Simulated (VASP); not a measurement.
A run of VASP 6.6.1:

File INCAR:

```
PREC = Accurate
ENCUT = 520
EDIFF = 1E-6
ISMEAR = 1
SIGMA = 0.1
LREAL = F
LASPH = T
NELM = 80
ALGO = Normal
ISIF = 2
LWAVE = F
LCHARG = F
NBANDS = 24
```

The input KPOINTS:

```
Automatic mesh
0
Gamma
  8 8 8
```

File POSCAR:

```
Hf3Be
1.0
   -2.0920000000      2.0920000000      4.3530460000
    2.0920000000     -2.0920000000      4.3530460000
    2.0920000000      2.0920000000     -4.3530460000
Hf Be
3 1
Direct
    0.7500000000      0.2500000000      0.5000000000
    0.2500000000      0.7500000000      0.5000000000
    0.5000000000      0.5000000000      0.0000000000
    0.0000000000      0.0000000000      0.0000000000
```

Potentials or basis: VASP PAW LDA potentials, release 64 (Hf_pv, Be).

Launch:

```console
$ cat potpaw_LDA.64/Hf_pv/POTCAR potpaw_LDA.64/Be/POTCAR > POTCAR
$ mpirun -np 1 vasp_std > vasp.out
```

Hardware: 1 thread of Intel Xeon 8259CL (shared host).

Estimate the wall time of this run.

Run time: 2.5 min on 1 thread of Intel Xeon 8259CL, on a shared host, peak memory 0.25 GiB. Counts: scf iterations 13, k points 59.
